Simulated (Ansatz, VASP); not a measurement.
## Two plane-wave programs on Sc

Contents of INCAR:

```
ALGO     = Fast           # electronic algorithm
EDIFF    = 1E-6           # SCF threshold, eV
ENCUT    = 520            # plane-wave cutoff, eV
GGA      = PS             # functional
ISIF     = 2              # what is computed and relaxed
ISMEAR   = 0              # smearing method
LASPH    = True           # aspherical terms in the spheres
LCHARG   = False          # write CHGCAR
LREAL    = False          # projectors in reciprocal space
LWAVE    = False          # write WAVECAR
NBANDS   = 12             # bands
NELM     = 80             # most SCF steps
PREC     = Accurate       # precision mode
SIGMA    = 0.15           # smearing width, eV
```

KPOINTS

```
k-points
0
Gamma
  18 18 18
```

Contents of POSCAR:

```
Sc
1.0
    0.0000000000      2.3386150000      2.3045575000
    2.3386150000      0.0000000000      2.3045575000
    2.3386150000      2.3386150000      0.0000000000
Sc
1
Direct
    0.0000000000      0.0000000000      0.0000000000
```

Input for Ansatz:

```yaml
crystal:
  lattice:
    - [0.0, 2.338615, 2.3045575]
    - [2.338615, 0.0, 2.3045575]
    - [2.338615, 2.338615, 0.0]
  atoms:
    - { symbol: Sc, position: [0.0, 0.0, 0.0] }
basis:
  ecutwfc: 420
kpoints:
  mp_grid: { grid: [18, 18, 18] }
hamiltonian:
  xc: pbesol
scf:
  occupations: { method: gaussian, width: 0.15 }
output:
  forces: true
  stress: true
  eigenvalues: true
  write_density: true
  write_potential: true
  elf: true
  volumetric_format: npy
```

Change from the starting cell: strain +0.030 along x and y, +0.015 along z, atoms carried along.

Alike in both runs: task single point; functional PBEsol; k mesh 18 × 18 × 18; occupations gaussian, width 0.15 eV; no spin polarisation.

|  | VASP | Ansatz |
| --- | --- | --- |
| version | VASP 6.6.1 | Ansatz 0.2.0 |
| potentials or method | VASP PAW PBE potentials, release 64 (Sc_sv), cutoff 520 eV | scalar-relativistic, plane waves, PAW |
| valence electrons in the cell | 11 | 11 |

|  | VASP | Ansatz | Ansatz less VASP |
| --- | --- | --- | --- |
| gap on the k mesh at the Fermi level (eV) | none | none | - |
| pressure (GPa) | -3.2 | -3.2 | +0.08 |
| traceless stress, the component that is largest in VASP (GPa) | 0.27 | 0.26 | -0.001 |

VASP's potentials were made for PBE, not for PBEsol. A gap of «none» marks a metal or a gap that the smearing closes.
